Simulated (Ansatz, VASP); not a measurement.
AlNi in VASP and in Ansatz

```
CELL_PARAMETERS angstrom
2.96950 0.00000 0.00000
0.00000 2.96950 0.00000
0.00000 0.00000 2.86217
ATOMIC_POSITIONS crystal
Al 0.00000 0.00000 0.00000
Ni 0.50000 0.50000 0.50000
```

Change from the starting cell: strain +0.0375 x Voigt [1, 1, 0, 0, 0, 0], atoms carried along.

Alike in both runs: task single point; functional PBEsol; k mesh 20 × 20 × 20; occupations gaussian, width 0.15 eV; no spin polarisation.

|  | VASP | Ansatz |
| --- | --- | --- |
| version | VASP 6.6.1 | Ansatz 0.2.0 |
| potentials or method | VASP PAW PBE potentials, release 64 (Al, Ni), cutoff 520 eV | scalar-relativistic, plane waves, PAW |
| valence electrons in the cell | 13 | 21 |

```csv
,VASP,Ansatz,Ansatz less VASP
gap on the k mesh at the Fermi level (eV),none,none,-
pressure (GPa),-10.8,-10.8,+0.05
"traceless stress, the component that is largest in VASP (GPa)",1.72,1.67,-0.046
```

VASP's potentials were made for PBE, not for PBEsol. A gap of «none» marks a metal or a gap that the smearing closes. VASP's potentials hold 13 valence electrons a cell and Ansatz's 21, so a difference there can come from the potentials and not from the codes.
